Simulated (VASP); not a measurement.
# Co (P6_3/mmc) in VASP: a series of runs

The runs below take Co through single point, with revPBE.

Program: VASP 6.6.1. These are calculated values, not measurements. Logs are shortened: lines on timing, memory, paths and dates and some standing lists are left out, and cuts for length are marked.

## Step 1: The cell of the first run

It takes space group P6_3/mmc (No. 194, hexagonal). The conventional cell has a = 2.549 Å, b = 2.549 Å, c = 4.137 Å, α = 90.00°, β = 90.00°, γ = 120.00°. Within 3.3 Å of Co (site symmetry -6m2) lie 12 Co at 2.54 to 2.55 Å.

## Step 2: Single point, revPBE, collinear spin, ferromagnetic start

INCAR

```
  PREC = Accurate
  ENCUT = 520
  EDIFF = 1E-7
  ISMEAR = -1
  SIGMA = 0.3
  LREAL = F
  LASPH = T
  NELM = 150
  ALGO = Normal
  ISIF = 2
  LWAVE = F
  LCHARG = F
  ISPIN = 2
  MAGMOM = 3.2 3.2
  LORBIT = 11
  LMAXMIX = 4
  GGA = RE
  NBANDS = 20
```

KPOINTS

```
Automatic mesh
0
Gamma
  13 13 7
```

POSCAR

```
Co
1.0
    2.5485122251      0.0000000000      0.0000000000
   -1.2742561125      2.2070762297      0.0000000000
    0.0000000000      0.0000000000      4.1366315326
Co
2
Direct
    0.3333333333      0.6666666667      0.2500000000
    0.6666666667      0.3333333333      0.7500000000
```

Potentials or basis: VASP PAW PBE potentials, release 64 (Co).

The run is started by

```
> cat potpaw_PBE.64/Co/POTCAR > POTCAR
> mpirun -np 1 vasp_std > vasp.out
```

OUTCAR:

```text
PREC = Accurate
   ENCUT = 520
   EDIFF = 1E-7
   ISMEAR = -1
   LREAL = F
   LASPH = T
   NELM = 150
   ISIF = 2
   ISPIN = 2
   LORBIT = 11
   GGA = RE

 ion  position               nearest neighbor table
   1  0.333  0.667  0.250-   2 2.54   2 2.54   2 2.54   2 2.54   2 2.54   2 2.54
   2  0.667  0.333  0.750-   1 2.54   1 2.54   1 2.54   1 2.54   1 2.54   1 2.54

  LATTYP: Found a hexagonal cell.
 ALAT       =     2.5485122251
 C/A-ratio  =     1.6231554598

  Lattice vectors:

 A1 = (   2.5485122251,   0.0000000000,   0.0000000000)
 A2 = (  -1.2742561125,   2.2070762297,   0.0000000000)
 A3 = (   0.0000000000,   0.0000000000,   4.1366315326)

Analysis of symmetry for initial positions (statically):
=====================================================================
 Subroutine PRICEL returns:
 Original cell was already a primitive cell.

 Routine SETGRP: Setting up the symmetry group for a
 hexagonal supercell.

 Subroutine GETGRP returns: Found 24 space group operations
 (whereof 12 operations were pure point group operations)
 out of a pool of 24 trial point group operations.

The static configuration has the point symmetry D_3d.
 The point group associated with its full space group is D_6h.

Analysis of symmetry for dynamics (positions and initial velocities):
=====================================================================
 Subroutine PRICEL returns:
 Original cell was already a primitive cell.

 Routine SETGRP: Setting up the symmetry group for a
 hexagonal supercell.

 Subroutine GETGRP returns: Found 24 space group operations
 (whereof 12 operations were pure point group operations)
 out of a pool of 24 trial point group operations.

The dynamic configuration has the point symmetry D_3d.
 The point group associated with its full space group is D_6h.

Analysis of structural, dynamic, and magnetic symmetry:
=====================================================================
 Subroutine PRICEL returns:
 Original cell was already a primitive cell.

 Routine SETGRP: Setting up the symmetry group for a
 hexagonal supercell.

 Subroutine GETGRP returns: Found 24 space group operations
 (whereof 12 operations were pure point group operations)
 out of a pool of 24 trial point group operations.

The overall configuration has the point symmetry D_3d.
 The point group associated with its full space group is D_6h.

 Subroutine INISYM returns: Found 24 space group operations
 (whereof 12 operations are pure point group operations),
 and found     1 'primitive' translations

----------------------------------------------------------------------------------------

                                     Primitive cell

  volume of cell :      23.2676

  direct lattice vectors                    reciprocal lattice vectors
     2.548512225  0.000000000  0.000000000     0.392385797  0.226544056  0.000000000
    -1.274256113  2.207076230  0.000000000     0.000000000  0.453088111  0.000000000
     0.000000000  0.000000000  4.136631533     0.000000000  0.000000000  0.241742585

  length of vectors
     2.548512225  2.548512139  4.136631533     0.453088096  0.453088111  0.241742585

  position of ions in fractional coordinates (direct lattice)
     0.333333333  0.666666667  0.250000000
     0.666666667  0.333333333  0.750000000

  ion indices of the primitive-cell ions
   primitive index   ion index
                 1           1
                 2           2

----------------------------------------------------------------------------------------

 KPOINTS: Automatic mesh

Automatic generation of k-mesh.
 Grid dimensions read from file:
 generate k-points for:   13   13    7

 Generating k-lattice:

  Cartesian coordinates                     Fractional coordinates (reciprocal lattice)
     0.030183523  0.017426466  0.000000000     0.076923077 -0.000000000  0.000000000
     0.000000000  0.034852932  0.000000000     0.000000000  0.076923077  0.000000000
     0.000000000  0.000000000  0.034534655     0.000000000  0.000000000  0.142857143

  Length of vectors
     0.034852930  0.034852932  0.034534655

  Shift w.r.t. Gamma in fractional coordinates (k-lattice)
     0.000000000  0.000000000  0.000000000

 Subroutine IBZKPT returns following result:
 ===========================================

 Found     84 irreducible k-points:

 Following reciprocal coordinates:
            Coordinates               Weight
  0.000000  0.000000  0.000000      1.000000
  0.076923 -0.000000  0.000000      6.000000
  0.153846 -0.000000  0.000000      6.000000
  0.230769 -0.000000  0.000000      6.000000
  0.307692 -0.000000  0.000000      6.000000
  0.384615  0.000000  0.000000      6.000000
[... 16 lines left out ...]
  0.076923 -0.000000  0.142857     12.000000
  0.153846 -0.000000  0.142857     12.000000
 [... further k-points ...]
   k-points           NKPTS =     84   k-points in BZ     NKDIM =     84   number of bands    NBANDS=     20
   number of dos      NEDOS =    301   number of ions     NIONS =      2
   total plane-waves  NPLWV =  12800
   dimension x,y,z NGX =    20 NGY =   20 NGZ =   32
   dimension x,y,z NGXF=    40 NGYF=   40 NGZF=   64
   ions per type =               2
   NGX,Y,Z   is equivalent  to a cutoff of  13.05, 13.05, 12.86 a.u.
   NGXF,Y,Z  is equivalent  to a cutoff of  26.09, 26.09, 25.72 a.u.
 SYSTEM =  unknown system
   PREC   = accura    normal or accurate (medium, high low for compatibility)
   ISTART =      0    job   : 0-new  1-cont  2-samecut
   ICHARG =      2    charge: 1-file 2-atom 10-const
   ISPIN  =      2    spin polarized calculation?
   LNONCOLLINEAR =      F non collinear calculations
   LSORBIT =      F    spin-orbit coupling
   LASPH  =      T    aspherical Exc in radial PAW
   ENCUT  =  520.0 eV  38.22 Ry    6.18 a.u.   4.74  4.74  7.69*2*pi/ulx,y,z
   NELM   =    150;   NELMIN=  2; NELMDL= -5     # of ELM steps
   EDIFF  = 0.1E-06   stopping-criterion for ELM
   LREAL  =      F    real-space projection
   EDIFFG = 0.1E-05   stopping-criterion for IOM
   NSW    =      0    number of steps for IOM
   IBRION =     -1    ionic relax: 0-MD 1-quasi-New 2-CG
   NFREE  =      0    steps in history (QN), initial steepest desc. (CG)
   ISIF   =      2    stress and relaxation
   ISYM   =      2    0-nonsym 1-usesym 2-fastsym
   POTIM  = 0.5000    time-step for ionic-motion
   TEBEG  =    0.0;   TEEND  =   0.0 temperature during run
   PSTRESS=    0.0 pullay stress
   NELECT =      18.0000    total number of electrons
   NUPDOWN=      -1.0000    fix difference up-down
   EMIN   =  10.00;   EMAX   =-10.00  energy-range for DOS
   EFERMI =   0.00;   METHOD = LEGACY
   ISMEAR =    -1;   SIGMA  =   0.30  broadening in eV -4-tet -1-fermi 0-gaus
   EFERMI_NEDOS =   21; number of points for ismear=-14 and -15
   IALGO  =     38    algorithm
   IMIX   =      4    mixing-type and parameters
     AMIX     =   0.40;   BMIX     =  1.00
     AMIX_MAG =   1.60;   BMIX_MAG =  1.00
  volume/ion in A,a.u.               =      11.63        78.51
  Fermi-wavevector in a.u.,A,eV,Ry     =   1.502849  2.839973 30.729511  2.258555
  Thomas-Fermi vector in A             =   2.614036
   LORBIT       =     11    0 simple, 1 ext, 2 COOP (PROOUT), +10 PAW based schemes
   GGA     = RE    functional components
   LHFCALC =     F    Hartree Fock is set to
   AEXX    =    0.0000 exact exchange contribution
   IVDW    =     0    specifies the selected vdW correction
   LEPSILON=     F    determine dielectric tensor
   LRPA    =     F    only Hartree local field effects (RPA)
 spin polarized calculation
  energy-cutoff  :      520.00
  volume of cell :       23.27
 maximum number of plane-waves:       646
 NGX is ok and might be reduce to    20
   NGX =  9   NGY =  9   NGZ = 15

 number of electron      18.0000010 magnetization       3.0690825

 Free energy of the ion-electron system (eV)
  ---------------------------------------------------
  ext. energy  EPLUGINS =         0.00000000
  ---------------------------------------------------
  free energy    TOTEN  =       -13.57601143 eV

  energy without entropy =      -12.72679511  energy(sigma->0) =      -13.15140327

 E-fermi :   9.4594     XC(G=0): -12.9170

 val. band max:        9.4485003050   @ k =   0.3846   0.2308   0.4286
 cond. band min:       9.4694806702   @ k =   0.1538   0.0769   0.0000
 fundamental gap:      0.0209803651
 Fermi energy:         9.4593687558

 spin component 1

 k-point     1 :       0.0000    0.0000    0.0000
  band No.  band energies     occupation
      1       0.9040      1.00000
      2       4.6337      1.00000
      3       6.9421      0.99977
      4       6.9686      0.99975
      5       6.9686      0.99975
      6       7.2430      0.99938
[... 12 lines left out ...]
     19      34.1891      0.00000
     20      34.1891      0.00000
[... 507 lines left out ...]
 k-point    24 :       0.1538   -0.0000    0.1429
  band No.  band energies     occupation
      1       1.8600      1.00000
      2       5.0346      1.00000
      3       6.5710      0.99993
      4       6.6868      0.99990
      5       6.9947      0.99973
      6       7.1805      0.99950
[... 12 lines left out ...]
     19      35.0156      0.00000
     20      35.9009      0.00000

 [... further k-points ...]

 spin component 2

 k-point     1 :       0.0000    0.0000    0.0000
  band No.  band energies     occupation
      1       0.8862      1.00000
      2       5.5215      1.00000
      3       8.4818      0.96297
      4       8.5370      0.95584
      5       8.5370      0.95584
      6       8.8591      0.88089
[... 12 lines left out ...]
     19      34.4393      0.00000
     20      34.4393      0.00000
[... 507 lines left out ...]
 k-point    24 :       0.1538   -0.0000    0.1429
  band No.  band energies     occupation
      1       1.8495      1.00000
      2       5.8768      0.99999
      3       7.7424      0.99674
      4       8.0395      0.99128
      5       8.5555      0.95315
      6       8.7879      0.90362
[... 12 lines left out ...]
     19      35.1489      0.00000
     20      36.1168      0.00000

 [... further k-points ...]

------------------------ aborting loop because EDIFF is reached ----------------------------------------

  FORCE on cell =-STRESS in cart. coord.  units (eV):
  Direction    XX          YY          ZZ          XY          YZ          ZX
  --------------------------------------------------------------------------------------
  -------------------------------------------------------------------------------------
  Total       -1.0186455     -1.0186454     -0.9397373     -0.0000000      0.0000000      0.0000000
  in kB      -70.1427437    -70.1427374    -64.7092178     -0.0000000      0.0000000      0.0000000
  external PRESSURE =     -68.3315663 kB  Pullay stress =       0.0000000 kB

 VOLUME and BASIS-vectors are now :
 -----------------------------------------------------------------------------
  energy-cutoff  :      520.00
  volume of cell :       23.27
      direct lattice vectors                 reciprocal lattice vectors
     2.548512225  0.000000000  0.000000000     0.392385797  0.226544056  0.000000000
    -1.274256113  2.207076230  0.000000000     0.000000000  0.453088111  0.000000000
     0.000000000  0.000000000  4.136631533     0.000000000  0.000000000  0.241742585

 POSITION                                       TOTAL-FORCE (eV/Angst)
 -----------------------------------------------------------------------------------
     -0.00000      1.47138      1.03416        -0.000000      0.000000      0.000000
      1.27426      0.73569      3.10247         0.000000     -0.000000      0.000000
 -----------------------------------------------------------------------------------
    total drift:                               -0.000000      0.000000     -0.000000

  FREE ENERGIE OF THE ION-ELECTRON SYSTEM (eV)
  ---------------------------------------------------
  free  energy   TOTEN  =       -13.5760114335 eV

  energy  without entropy=      -12.7267951121  energy(sigma->0) =      -13.15140327

 total charge

# of ion       s       p       d       tot
------------------------------------------
    1        0.463   0.464   7.221   8.148
    2        0.463   0.464   7.221   8.148
--------------------------------------------------
tot          0.925   0.929  14.442  16.296

 magnetization (x)

# of ion       s       p       d       tot
------------------------------------------
    1       -0.012  -0.044   1.617   1.561
    2       -0.012  -0.044   1.617   1.561
--------------------------------------------------
tot         -0.024  -0.087   3.234   3.123
```

Wall time 39 s (1 thread of AMD EPYC 9R45 (Zen 5), shared host); peak memory 0.15 GiB.

What came out:

```
Free energy                                           : -13.5760 eV
Pressure                                              : -6.8 GPa
Net moment                                            : 3.07 μB per cell
Site moments                                          : Co +1.56 μB
Valence electrons inside the program's atomic spheres : Co 8.15
```

Stress tensor (GPa, compression positive):
```
-7.01  0.00  0.00
 0.00 -7.01  0.00
 0.00  0.00 -6.47
```

Caveat: the cell stands under tension; so wide a smearing shifts energies and pressures; the PAW data sets were made with another functional, which shifts forces and pressure a little.

(Continued in part 2 of 2.)
